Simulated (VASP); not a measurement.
Write the native input for VASP 6.6.1 that does the following.

```yaml
Task: single point
Functional: PBE
Potentials_or_basis: VASP PAW PBE potentials, release 64 (Si, C)
Cutoff: 520 eV
k_mesh: 12 × 12 × 4
Occupations: gaussian, width 0.05 eV
Spin: no spin polarisation
Dipole_correction: no
Further_INCAR_settings: ALGO = Normal; EDIFF = 1e-06; NBANDS = 26
```

The structure of SiC lies in POSCAR:

```
SiC
1.0
    3.0941201807      0.0000000000      0.0000000000
   -1.5470600903      2.6795866789      0.0000000000
    0.0000000000      0.0000000000      9.3189920626
Si C
4 4
Direct
    0.6666666667      0.3333333333      0.9378441878
    0.3333333333      0.6666666667      0.4378441878
    0.0000000000      0.0000000000      0.6878995565
    0.0000000000      0.0000000000      0.1878995565
    0.6666666667      0.3333333333      0.7498074459
    0.3333333333      0.6666666667      0.2498074459
    0.0000000000      0.0000000000      0.5004478098
    0.0000000000      0.0000000000      0.0004478098
```

This cell differs from its parent crystal: strain +0.000 along x and y, -0.080 along z.

One way to write it, as run:

INCAR

```
SYSTEM = SiC
ALGO = Normal ; EDIFF = 1E-6
ENCUT = 520 ; GGA = PE
ISIF = 2 ; ISMEAR = 0
LASPH = .TRUE. ; LCHARG = .FALSE.
LREAL = .FALSE. ; LWAVE = .FALSE.
NBANDS = 26 ; NELM = 100
PREC = Accurate ; SIGMA = 0.05
```

KPOINTS

```
k-points
0
G
  12 12 4
  0 0 0
```

Potentials or basis: VASP PAW PBE potentials, release 64 (Si, C).

Launch:

```sh
$ cat potpaw_PBE.64/Si/POTCAR potpaw_PBE.64/C/POTCAR > POTCAR
$ mpirun -np 1 vasp_std > vasp.out
```

It gave:

The pressure is 23.1 GPa, the largest force is 1.744 eV/Å and the band gap on the k mesh is 1.74 eV, indirect (least direct gap 2.94 eV).

Caveat: the cell differs from its parent crystal (strain +0.000 along x and y, -0.080 along z); forces of over 1 eV/Å act on the atoms, so gaps and moduli don't describe the material at rest.

Wall time 68 s on 1 thread of AMD EPYC 9R45 96-Core Processor (Zen 5), on a shared host, peak memory 0.2 GiB.
